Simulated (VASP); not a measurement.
Runs of VASP 6.6.1 on Sm2Si. The structure is that of space group P4/mmm (No. 123), or close to it. The cells are those of the table. The cell was built from a structure type or drawn by symmetry, and may not be a known phase.

| task | cell | k mesh | gap on the mesh (eV) | pressure (GPa) |
| --- | --- | --- | --- | --- |
| relaxation of cell and atoms | relaxed from a = 5.657, b = 5.657, c = 3.280 Å, 3 atoms | 4 × 4 × 6 | none | 0.0 |
| single point | a = 4.569, b = 4.569, c = 3.993 Å, 3 atoms | 4 × 4 × 4 | none | 34.9 |
| single point | a = 5.657, b = 5.657, c = 3.280 Å, 3 atoms | 4 × 4 × 4 | none | 0.0 |
| single point | a = 5.673, b = 5.673, c = 3.246 Å, 3 atoms | 8 × 8 × 14 | none | 0.2 |
| single point | a = 5.683, b = 5.683, c = 3.238 Å, 3 atoms | 4 × 4 × 6 | none | (a) |

Alike in all rows: level PBE; potentials or basis VASP PAW PBE potentials, release 64 (Sm_3, Si), 4f in core; no spin polarisation; cutoff (eV) 500; smearing gaussian 0.1 eV.

Task: Estimate the missing entries.

Result: (a) 0.1.

Caveats: some runs use coarse meshes; spin-orbit coupling is left out, which moves the levels of the heavy elements; the 4f electrons are frozen in the core, so they carry no moment and show no levels.

A k mesh can miss the band edges, and the runs leave out spin-orbit coupling on Sm.

A gap of «none» marks levels without a gap at the run's occupations.
